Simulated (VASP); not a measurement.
Ba, 1 atom in the cell. Symmetry: Pm-3m, No. 221, cubic system. The conventional cell has a = 3.701 Å, b = 3.701 Å, c = 3.701 Å, α = 90.00°, β = 90.00°, γ = 90.00°. Within 4.9 Å of Ba (site symmetry m-3m) lie 6 Ba at 3.70 Å. This isn't the form of Ba at room conditions, which is bcc.

| Quantity | Value |
| --- | --- |
| Program | VASP 6.6.1 |
| Task | single point |
| Functional | LDA |
| Potentials or basis | VASP PAW LDA potentials, release 64 (Ba_sv) |
| Cutoff | 520 eV |
| k mesh | 8 × 8 × 8 |
| Occupations | fermi-dirac, width 0.1 eV |
| Spin | no spin polarisation |
| Dipole correction | no |
| Further INCAR settings | ALGO = Normal; EDIFF = 1e-07; NBANDS = 11 |

Potentials or basis: VASP PAW LDA potentials, release 64 (Ba_sv).

Launch:

```sh
$ cat potpaw_LDA.64/Ba_sv/POTCAR > POTCAR
$ mpirun -np 1 vasp_std > vasp.out
```

Hardware: 1 thread of Intel Xeon 8259CL, with other jobs on the host.

Estimate the wall time of this run.

It took 16 s on 1 thread of Intel Xeon 8259CL, with other jobs on the host, peak memory 0.15 GiB. Counts: scf iterations 11, k points 35.
